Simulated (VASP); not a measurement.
Here is a VASP 6.6.1 calculation.

Contents of INCAR:

```
PREC = Accurate ; ENCUT = 500
EDIFF = 1E-6 ; ISMEAR = -1
SIGMA = 0.1 ; LREAL = F
LASPH = T ; NELM = 120
ALGO = Normal ; ISIF = 2
LWAVE = F ; LCHARG = T
LELF = T ; LVHAR = T
NBANDS = 26 ; GGA_COMPAT = F
```

The input KPOINTS:

```
regular mesh
0
Gamma
  4 4 4
```

Contents of POSCAR:

```
KRb3
1.0
   -3.7227990977      3.7227990977      5.3259748852
    3.7227990977     -3.7227990977      5.3259748852
    3.7227990977      3.7227990977     -5.3259748852
K Rb
1 3
Direct
    0.0000000000      0.0000000000      0.0000000000
    0.7500000000      0.2500000000      0.5000000000
    0.2500000000      0.7500000000      0.5000000000
    0.5000000000      0.5000000000      0.0000000000
```

Potentials or basis: VASP PAW LDA potentials, release 64 (K_sv, Rb_sv).

Launch:

```sh
$ cat potpaw_LDA.64/K_sv/POTCAR potpaw_LDA.64/Rb_sv/POTCAR > POTCAR
$ mpirun -np 1 vasp_std > vasp.out
```

(1) Predict the pressure.

(2) What does it give for the band gap on the k mesh?

Answers

(1) 0.0 GPa.

(2) zero (bands 18 and 19 overlap by 1.57 eV).
